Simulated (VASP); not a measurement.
Write the native input for VASP 6.6.1 that does the following.

```
Task                   : single point
Functional             : PBE
Potentials or basis    : VASP PAW PBE potentials, release 64 (Ir)
Cutoff                 : 500 eV
k mesh                 : 16 × 16 × 16
Occupations            : fermi-dirac, width 0.1 eV
Spin                   : no spin polarisation
Dipole correction      : no
Further INCAR settings : ALGO = Normal; EDIFF = 1e-06; NBANDS = 10
```

The structure of Ir lies in POSCAR:

```
Ir
1.0
   -1.6156637605      1.6156637605      1.6156637605
    1.6156637605     -1.6156637605      1.6156637605
    1.6156637605      1.6156637605     -1.6156637605
Ir
1
Direct
    0.0000000000      0.0000000000      0.0000000000
```

This cell differs from its parent crystal: volume scaled by 1.12.

These files were run (other wordings do the same):

INCAR

```
  ALGO = Normal
  EDIFF = 1E-6
  ENCUT = 500
  GGA = PE
  GGA_COMPAT = F
  ISIF = 2
  ISMEAR = -1
  LASPH = T
  LCHARG = F
  LREAL = F
  LWAVE = F
  NBANDS = 10
  NELM = 120
  PREC = Accurate
  SIGMA = 0.1
```

KPOINTS

```
k-points
0
Gamma
  16 16 16
```

Potentials or basis: VASP PAW PBE potentials, release 64 (Ir).

Launch:

```sh
$ cat potpaw_PBE.64/Ir/POTCAR > POTCAR
$ mpirun -np 1 vasp_std > vasp.out
```

It gave:

| Property | Result |
| --- | --- |
| Pressure | -25.6 GPa |

Run time: 31 s on 1 thread of Intel Xeon 8259CL (shared host), peak memory 0.14 GiB.
